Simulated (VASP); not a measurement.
# GaN in VASP: settings compared, part 2 of 2

VASP 6.6.1. Earlier steps stand in the parts before.

### 3 Single point, r2SCAN (epitaxial 111 strain +2.5%)

The input, POSCAR:

```
GaN
1.0
   -0.0456476556      2.1155804615      2.1155804615
    2.1155804615     -0.0456476556      2.1155804615
    2.1155804615      2.1155804615     -0.0456476556
Ga N
1 1
Direct
    0.0000000000      0.0000000000      0.0000000000
    0.5000000000      0.5000000000      0.5000000000
```

The input, INCAR.step1:

```
SYSTEM = GaN
PREC = Accurate
ENCUT = 520
ISMEAR = 0
SIGMA = 0.01
LREAL = .FALSE.
LASPH = .TRUE.
NELM = 80
NBANDS = 16
GGA = PE
ALGO = Normal
EDIFF = 1E-4
LWAVE = .TRUE.
LCHARG = .FALSE.
```

The input, INCAR.step2:

```
SYSTEM = GaN
PREC = Accurate
ENCUT = 520
EDIFF = 1E-6
ISMEAR = 0
SIGMA = 0.01
LREAL = .FALSE.
LASPH = .TRUE.
NELM = 80
ALGO = Normal
ISIF = 2
LWAVE = .FALSE.
LCHARG = .FALSE.
METAGGA = R2SCAN
LMIXTAU = .TRUE.
NBANDS = 16
ISTART = 1
```

The input, KPOINTS:

```
Automatic mesh
0
G
  10 10 10
  0 0 0
```

Potentials or basis: VASP PAW PBE potentials, release 64 (Ga_d, N).

Run with:

```console
> cat potpaw_PBE.64/Ga_d/POTCAR potpaw_PBE.64/N/POTCAR > POTCAR
> cp INCAR.step1 INCAR
> mpirun -np 1 vasp_std > vasp.out
> cp INCAR.step2 INCAR
> mpirun -np 1 vasp_std > vasp.out
```

OUTCAR:

```text
SYSTEM = GaN
   PREC = Accurate
   ENCUT = 520
   EDIFF = 1E-6
   ISMEAR = 0
   LREAL = .FALSE.
   LASPH = .TRUE.
   NELM = 80
   ISIF = 2
   METAGGA = R2SCAN
   ISTART = 1

 ion  position               nearest neighbor table
   1  0.000  0.000  0.000-   2 2.14   2 2.14   2 2.14   2 2.14   2 2.14   2 2.14
   2  0.500  0.500  0.500-   1 2.14   1 2.14   1 2.14   1 2.14   1 2.14   1 2.14

  LATTYP: Found a trigonal (rhomboedric) cell.
 ALAT       =     2.9922307877
 COS(alpha) =     0.4783117639

  Lattice vectors:

 A1 = (  -0.0456476556,   2.1155804615,   2.1155804615)
 A2 = (   2.1155804615,  -0.0456476556,   2.1155804615)
 A3 = (   2.1155804615,   2.1155804615,  -0.0456476556)

Analysis of symmetry for initial positions (statically):
=====================================================================
 Subroutine PRICEL returns:
 Original cell was already a primitive cell.

 Routine SETGRP: Setting up the symmetry group for a
 trigonal (rhombohedral) supercell.

 Subroutine GETGRP returns: Found 12 space group operations
 (whereof 12 operations were pure point group operations)
 out of a pool of 12 trial point group operations.

The static configuration has the point symmetry D_3d.

Analysis of symmetry for dynamics (positions and initial velocities):
=====================================================================
 Subroutine PRICEL returns:
 Original cell was already a primitive cell.

 Routine SETGRP: Setting up the symmetry group for a
 trigonal (rhombohedral) supercell.

 Subroutine GETGRP returns: Found 12 space group operations
 (whereof 12 operations were pure point group operations)
 out of a pool of 12 trial point group operations.

The dynamic configuration has the point symmetry D_3d.

 Subroutine INISYM returns: Found 12 space group operations
 (whereof 12 operations are pure point group operations),
 and found     1 'primitive' translations

----------------------------------------------------------------------------------------

[... 107 lines left out ...]
   ISMEAR =     0;   SIGMA  =   0.01  broadening in eV -4-tet -1-fermi 0-gaus
   EFERMI_NEDOS =   21; number of points for ismear=-14 and -15
   IALGO  =     38    algorithm
   IMIX   =      4    mixing-type and parameters
     AMIX     =   0.40;   BMIX     =  1.00
     AMIX_MAG =   1.60;   BMIX_MAG =  1.00
  volume/ion in A,a.u.               =       9.78        65.97
  Fermi-wavevector in a.u.,A,eV,Ry     =   1.592633  3.009640 34.510900  2.536480
  Thomas-Fermi vector in A             =   2.690988
   LORBIT       =      0    0 simple, 1 ext, 2 COOP (PROOUT), +10 PAW based schemes
   METAGGA = R2SCAN    functional components
   LHFCALC =     F    Hartree Fock is set to
   AEXX    =    0.0000 exact exchange contribution
   IVDW    =     0    specifies the selected vdW correction
   LEPSILON=     F    determine dielectric tensor
   LRPA    =     F    only Hartree local field effects (RPA)
 non-spin polarized calculation
 Gauss-broadening in eV      SIGMA  =   0.01
  energy-cutoff  :      520.00
  volume of cell :       19.55
 maximum number of plane-waves:       542
 NGX is ok and might be reduce to    24
   NGX = 11   NGY = 11   NGZ = 11

 number of electron      18.0000000 magnetization

 Free energy of the ion-electron system (eV)
  ---------------------------------------------------
  ext. energy  EPLUGINS =         0.00000000
  ---------------------------------------------------
  free energy    TOTEN  =       -20.93972092 eV

  energy without entropy =      -20.93972092  energy(sigma->0) =      -20.93972092

 E-fermi :   7.3934     XC(G=0): -13.9507

 val. band max:        7.2945121970   @ k =  -0.2000   0.2000   0.0000
 cond. band min:       8.0888880612   @ k =   0.5000   0.5000   0.0000
 fundamental gap:      0.7943758642
 Fermi energy:         7.3933926360

 k-point     1 :       0.0000    0.0000    0.0000
  band No.  band energies     occupation
      1     -10.4852      2.00000
      2      -7.1976      2.00000
      3      -7.1976      2.00000
      4      -7.1820      2.00000
      5      -7.1195      2.00000
      6      -7.1195      2.00000
[... 433 lines left out ...]
      3      -7.0861      2.00000
      4      -7.0195      2.00000
      5      -6.9880      2.00000
      6      -5.9943      2.00000
[... 8 lines left out ...]
     15      32.5833      0.00000
     16      33.9270      0.00000

 [... further k-points ...]
[... 5 lines left out ...]
  --------------------------------------------------------------------------------------
  -------------------------------------------------------------------------------------
  Total       -1.0136103     -1.0136103     -1.0136103      0.5629549      0.5629549      0.5629549
  in kB      -83.0675964    -83.0675964    -83.0675964     46.1353982     46.1353982     46.1353982
  external PRESSURE =     -83.0675964 kB  Pullay stress =       0.0000000 kB

 VOLUME and BASIS-vectors are now :
 -----------------------------------------------------------------------------
  energy-cutoff  :      520.00
  volume of cell :       19.55
      direct lattice vectors                 reciprocal lattice vectors
    -0.045647656  2.115580462  2.115580462    -0.228826815  0.233873069  0.233873069
     2.115580462 -0.045647656  2.115580462     0.233873069 -0.228826815  0.233873069
     2.115580462  2.115580462 -0.045647656     0.233873069  0.233873069 -0.228826815

 POSITION                                       TOTAL-FORCE (eV/Angst)
 -----------------------------------------------------------------------------------
      0.00000      0.00000      0.00000        -0.000000      0.000000      0.000000
      2.09276      2.09276      2.09276         0.000000     -0.000000     -0.000000
 -----------------------------------------------------------------------------------
    total drift:                                0.000000     -0.000000     -0.000000

  FREE ENERGIE OF THE ION-ELECTRON SYSTEM (eV)
  ---------------------------------------------------
  free  energy   TOTEN  =       -20.9397209207 eV

  energy  without entropy=      -20.9397209207  energy(sigma->0) =      -20.93972092
```

It took 1.7 min on 1 thread of Intel Xeon 6975P-C, shared host; peak memory 0.17 GiB.

What came out:

| Property | Result |
| --- | --- |
| Free energy | -20.9397 eV |
| Pressure | -8.3 GPa |
| Band gap on the k mesh | 0.79 eV, indirect (least direct gap 2.57 eV) |

Caveat: the cell differs from its parent crystal (epitaxial 111 strain +2.5%); the PAW data sets were made with another functional, which shifts forces and pressure a little. A k mesh can miss the band edges.

### 4 Single point, r2SCAN (shear xy strain +1.0%)

The input, POSCAR:

```
GaN
1.0
    0.0105425762      2.1085152362      2.1085152362
    2.1085152362      0.0105425762      2.1085152362
    2.1190578124      2.1190578124      0.0000000000
Ga N
1 1
Direct
    0.0000000000      0.0000000000      0.0000000000
    0.5000000000      0.5000000000      0.5000000000
```

The input, INCAR.step1:

```
SYSTEM = GaN
  PREC = Accurate
  ENCUT = 520
  ISMEAR = 0
  SIGMA = 0.01
  LREAL = .False.
  LASPH = .True.
  NELM = 100
  NBANDS = 16
  GGA = PE
  ALGO = Normal
  EDIFF = 1E-4
  LWAVE = .True.
  LCHARG = .False.
```

The input, INCAR.step2:

```
SYSTEM = GaN
  PREC = Accurate
  ENCUT = 520
  EDIFF = 1E-6
  ISMEAR = 0
  SIGMA = 0.01
  LREAL = .False.
  LASPH = .True.
  NELM = 100
  ALGO = Normal
  ISIF = 2
  LWAVE = .False.
  LCHARG = .False.
  METAGGA = R2SCAN
  LMIXTAU = .True.
  NBANDS = 16
  ISTART = 1
```

The input, KPOINTS:

```
regular mesh
0
Gamma
  10 10 10
  0 0 0
```

Run with:

```console
> cat potpaw_PBE.64/Ga_d/POTCAR potpaw_PBE.64/N/POTCAR > POTCAR
> cp INCAR.step1 INCAR
> mpirun -np 1 vasp_std > vasp.out
> cp INCAR.step2 INCAR
> mpirun -np 1 vasp_std > vasp.out
```

Wall time 2.9 min (1 thread of Intel Xeon 6975P-C, shared host); peak memory 0.18 GiB.

The run converged. Its results:

```yaml
Free_energy: -20.9747 eV
Pressure: 1.3 GPa
Band_gap_on_the_k_mesh: 1.13 eV, indirect (least direct gap 3.34 eV)
```

Stress tensor (GPa, compression positive):
```
 1.34 -2.35  0.00
-2.35  1.34  0.00
 0.00  0.00  1.30
```

Levels at points of the mesh, in eV from the valence-band top:
| k point | band 7 | band 8 | band 9 | band 10 | band 11 | band 12 |
| --- | --- | --- | --- | --- | --- | --- |
| (0.00, 0.00, 0.00) | -0.61 | -0.55 | -0.48 | 2.86 | 15.32 | 15.48 |
| (0.50, 0.00, 0.00) | -8.36 | -0.24 | -0.20 | 5.32 | 9.73 | 9.80 |
| (0.50, 0.50, 0.00) | -7.29 | -3.26 | -3.06 | 1.13 | 8.50 | 13.11 |
| (0.00, 0.00, 0.50) | -8.45 | -0.19 | -0.15 | 5.45 | 9.88 | 9.95 |
| (0.50, 0.00, 0.50) | -7.29 | -3.16 | -3.16 | 1.14 | 8.49 | 13.10 |

Caveat: the cell differs from its parent crystal (shear xy strain +1.0%); the PAW data sets were made with another functional, which shifts forces and pressure a little. A k mesh can miss the band edges.

### 5 Single point, PBE (strain along [111] +3.0%)

The input, INCAR:

```
SYSTEM = GaN
PREC     = Accurate       ! precision mode
ENCUT    = 600            ! plane-wave cutoff, eV
EDIFF    = 1E-6           ! SCF threshold, eV
ISMEAR   = 0              ! smearing method
SIGMA    = 0.01           ! smearing width, eV
LREAL    = .FALSE.        ! projectors in reciprocal space
LASPH    = .TRUE.         ! aspherical terms in the spheres
NELM     = 120            ! most SCF steps
ALGO     = Normal         ! electronic algorithm
ISIF     = 2              ! what is computed and relaxed
LWAVE    = .FALSE.        ! write WAVECAR
LCHARG   = .FALSE.        ! write CHGCAR
GGA      = PE             ! functional
NBANDS   = 16             ! bands
GGA_COMPAT= .FALSE.
```

The input, KPOINTS:

```
Automatic mesh
0
G
  6 6 6
  0 0 0
```

The input, POSCAR:

```
GaN
1.0
    0.0421703047      2.1506855410      2.1506855410
    2.1506855410      0.0421703047      2.1506855410
    2.1506855410      2.1506855410      0.0421703047
Ga N
1 1
Direct
    0.0000000000      0.0000000000      0.0000000000
    0.5000000000      0.5000000000      0.5000000000
```

Run with:

```console
> cat potpaw_PBE.64/Ga_d/POTCAR potpaw_PBE.64/N/POTCAR > POTCAR
> mpirun -np 1 vasp_std > vasp.out
```

It took 11 s on 1 thread of Intel Xeon Platinum 8259CL at 2.50GHz (Skylake/Cascade Lake), shared host; peak memory 0.14 GiB.

It converged, with:

```
Free energy            : -11.1786 eV
Pressure               : 1.9 GPa
Band gap on the k mesh : 0.33 eV, indirect (least direct gap 2.31 eV)
```

Stress tensor (GPa, compression positive):
```
 1.85 -4.21 -4.21
-4.21  1.85 -4.21
-4.21 -4.21  1.85
```

Levels at points of the mesh, in eV from the valence-band top:
| k point | band 7 | band 8 | band 9 | band 10 | band 11 | band 12 |
| --- | --- | --- | --- | --- | --- | --- |
| (0.00, 0.00, 0.00) | -0.84 | -0.45 | -0.45 | 1.85 | 13.93 | 14.78 |
| (0.50, 0.00, 0.00) | -8.16 | -0.39 | -0.23 | 4.35 | 8.62 | 8.86 |
| (0.50, 0.50, 0.00) | -7.05 | -3.24 | -2.87 | 0.33 | 7.72 | 11.54 |
| (0.50, 0.50, 0.50) | -8.48 | -0.13 | -0.13 | 4.85 | 8.94 | 9.27 |

Caveat: the k points lie up to 0.43 Å⁻¹ apart; the cell differs from its parent crystal (strain along [111] +3.0%). A k mesh can miss the band edges.

### 6 Single point, PBE (shear xy strain +1.0%)

The input, INCAR:

```
ALGO = Normal
EDIFF = 1E-6
ENCUT = 600
GGA = PE
GGA_COMPAT = F
ISIF = 2
ISMEAR = 0
LASPH = T
LCHARG = T
LELF = T
LREAL = F
LVHAR = T
LWAVE = F
NBANDS = 16
NELM = 120
PREC = Accurate
SIGMA = 0.01
```

The input, KPOINTS:

```
k-points
0
Gamma
  6 6 6
```

The input, POSCAR:

```
GaN
1.0
    0.0105425762      2.1085152362      2.1085152362
    2.1085152362      0.0105425762      2.1085152362
    2.1190578124      2.1190578124      0.0000000000
Ga N
1 1
Direct
    0.0000000000      0.0000000000      0.0000000000
    0.5000000000      0.5000000000      0.5000000000
```

Potentials or basis: VASP PAW PBE potentials, release 64 (Ga_d, N).

Run with:

```console
> cat potpaw_PBE.64/Ga_d/POTCAR potpaw_PBE.64/N/POTCAR > POTCAR
> mpirun -np 1 vasp_std > vasp.out
```

OUTCAR:

```text
EDIFF = 1E-6
   ENCUT = 600
   GGA = PE
   ISIF = 2
   ISMEAR = 0
   LASPH = T
   LREAL = F
   NELM = 120
   PREC = Accurate

 ion  position               nearest neighbor table
   1  0.000  0.000  0.000-   2 2.11   2 2.11   2 2.11   2 2.11   2 2.11   2 2.11
   2  0.500  0.500  0.500-   1 2.11   1 2.11   1 2.11   1 2.11   1 2.11   1 2.11

  LATTYP: Found a body centered orthorhombic cell.
 ALAT       =     2.9669813893
 B/A-ratio  =     1.0100502513
 C/A-ratio  =     1.4213201632

  Lattice vectors:

 A1 = (   2.1085152362,   0.0105425762,  -2.1085152362)
 A2 = (  -2.1085152362,  -0.0105425762,  -2.1085152362)
 A3 = (   0.0105425762,   2.1085152362,   2.1085152362)

Analysis of symmetry for initial positions (statically):
=====================================================================
 Subroutine PRICEL returns:
 Original cell was already a primitive cell.

 Routine SETGRP: Setting up the symmetry group for a
 body centered orthorhombic supercell.

 Subroutine GETGRP returns: Found  8 space group operations
[... 158 lines left out ...]
  ---------------------------------------------------
  ext. energy  EPLUGINS =         0.00000000
  ---------------------------------------------------
  free energy    TOTEN  =       -11.17291654 eV

  energy without entropy =      -11.17291654  energy(sigma->0) =      -11.17291654

 E-fermi :   8.1283     XC(G=0): -13.1175

 val. band max:        8.0474116981   @ k =   0.1667   0.1667   0.3333
 cond. band min:       8.6147877048   @ k =   0.5000   0.5000   0.0000
 fundamental gap:      0.5673760067
 Fermi energy:         8.1282727511

 k-point     1 :       0.0000    0.0000    0.0000
  band No.  band energies     occupation
      1      -9.3805      2.00000
      2      -6.0113      2.00000
      3      -6.0104      2.00000
      4      -6.0074      2.00000
      5      -5.9131      2.00000
      6      -5.9124      2.00000
[... 433 lines left out ...]
      3      -5.8893      2.00000
      4      -5.8144      2.00000
      5      -5.7472      2.00000
      6      -3.7953      2.00000
[... 8 lines left out ...]
     15      33.2532      0.00000
     16      34.5509      0.00000

 [... further k-points ...]
[... 5 lines left out ...]
  --------------------------------------------------------------------------------------
  -------------------------------------------------------------------------------------
  Total        1.0253655      1.0253655      1.0216778     -0.2526902      0.0000000      0.0000000
  in kB       87.6273942     87.6273942     87.3122489    -21.5948230      0.0000000      0.0000000
  external PRESSURE =      87.5223458 kB  Pullay stress =       0.0000000 kB

 VOLUME and BASIS-vectors are now :
 -----------------------------------------------------------------------------
  energy-cutoff  :      600.00
  volume of cell :       18.75
      direct lattice vectors                 reciprocal lattice vectors
     0.010542576  2.108515236  2.108515236    -0.238325317  0.238325317  0.237133691
     2.108515236  0.010542576  2.108515236     0.238325317 -0.238325317  0.237133691
     2.119057812  2.119057812  0.000000000     0.235953921  0.235953921 -0.237133691

 POSITION                                       TOTAL-FORCE (eV/Angst)
 -----------------------------------------------------------------------------------
      0.00000      0.00000      0.00000        -0.000000      0.000000      0.000000
      2.11906      2.11906      2.10852         0.000000     -0.000000      0.000000
 -----------------------------------------------------------------------------------
    total drift:                                0.000000     -0.000000     -0.000000

  FREE ENERGIE OF THE ION-ELECTRON SYSTEM (eV)
  ---------------------------------------------------
  free  energy   TOTEN  =       -11.1729165418 eV

  energy  without entropy=      -11.1729165418  energy(sigma->0) =      -11.17291654
```

OSZICAR:

```text
N       E                     dE             d eps       ncg     rms          rms(c)
DAV:   1     0.787513302367E+02    0.78751E+02   -0.99415E+03  1704   0.232E+03
DAV:   2    -0.814068187785E+01   -0.86892E+02   -0.80226E+02  1704   0.333E+02
DAV:   3    -0.129709378613E+02   -0.48303E+01   -0.48125E+01  1680   0.690E+01
DAV:   4    -0.130154807107E+02   -0.44543E-01   -0.44538E-01  1920   0.702E+00
DAV:   5    -0.130160258087E+02   -0.54510E-03   -0.54510E-03  1768   0.715E-01    0.737E+00
DAV:   6    -0.111955608781E+02    0.18205E+01   -0.43639E+00  2152   0.405E+01    0.235E+00
DAV:   7    -0.111876061750E+02    0.79547E-02   -0.22918E-01  1664   0.513E+00    0.156E+00
DAV:   8    -0.111746832829E+02    0.12923E-01   -0.31250E-02  1696   0.223E+00    0.504E-01
DAV:   9    -0.111729085946E+02    0.17747E-02   -0.64280E-03  1792   0.193E+00    0.108E-01
DAV:  10    -0.111729229681E+02   -0.14373E-04   -0.57731E-04  1760   0.306E-01    0.197E-02
DAV:  11    -0.111729148339E+02    0.81341E-05   -0.48231E-05  1824   0.804E-02    0.103E-02
DAV:  12    -0.111729165996E+02   -0.17657E-05   -0.31742E-06  1760   0.309E-02    0.335E-03
DAV:  13    -0.111729165418E+02    0.57848E-07   -0.23031E-07  1016   0.510E-03
   1 F= -.11172917E+02 E0= -.11172917E+02  d E =-.209707E-32
```

Run time: 15 s. Hardware: 1 thread of Intel Xeon Platinum 8259CL at 2.50GHz (Skylake/Cascade Lake), shared host; peak memory 0.15 GiB.

What came out:

```
Free energy            : -11.1729 eV
Pressure               : 8.8 GPa
Band gap on the k mesh : 0.57 eV, indirect (least direct gap 2.76 eV)
```

Levels at points of the mesh, in eV from the valence-band top:
```csv
k point,band 6,band 7,band 8,band 9,band 10,band 11,band 12,band 13
"(0.00, 0.00, 0.00)",-13.96,-0.63,-0.57,-0.50,2.26,14.55,14.70,14.85
"(0.50, 0.00, 0.00)",-13.82,-8.30,-0.26,-0.23,4.60,8.97,9.04,9.45
"(0.50, 0.50, 0.00)",-11.03,-7.23,-3.22,-3.02,0.57,7.78,11.94,14.49
"(0.00, 0.00, 0.50)",-13.83,-8.39,-0.22,-0.18,4.73,9.11,9.18,9.43
"(0.50, 0.00, 0.50)",-11.03,-7.23,-3.12,-3.12,0.57,7.77,11.93,14.53
```

Caveat: the k points lie up to 0.43 Å⁻¹ apart; the cell differs from its parent crystal (shear xy strain +1.0%). A k mesh can miss the band edges.

### 7 Summary

| level | cell | k mesh | cutoff (eV) | gap on the mesh (eV) | pressure (GPa) |
| --- | --- | --- | --- | --- | --- |
| r2SCAN | a = 3.042 Å, angles 58.7°, 2 atoms | 10 × 10 × 10 | 520 | 0.88 | -5.6 |
| r2SCAN | a = 2.992 Å, angles 61.4°, 2 atoms | 10 × 10 × 10 | 520 | 0.79 | -8.3 |
| r2SCAN | a = 2.982, b = 2.982, c = 2.997 Å, angles 59.8, 59.8, 59.7°, 2 atoms | 10 × 10 × 10 | 520 | 1.13 | 1.3 |
| PBE | a = 3.042 Å, angles 58.7°, 2 atoms | 6 × 6 × 6 | 600 | 0.33 | 1.9 |
| PBE | a = 2.982, b = 2.982, c = 2.997 Å, angles 59.8, 59.8, 59.7°, 2 atoms | 6 × 6 × 6 | 600 | 0.57 | 8.8 |

Alike in all rows: task single point; potentials or basis VASP PAW PBE potentials, release 64 (Ga_d, N); no spin polarisation; smearing gaussian 0.01 eV.

Caveats: some runs use coarse meshes; the PAW data sets were made with another functional, which shifts forces and pressure a little (some runs).

Total energies depend on the potentials used, so only differences within one code and one set of settings carry meaning.
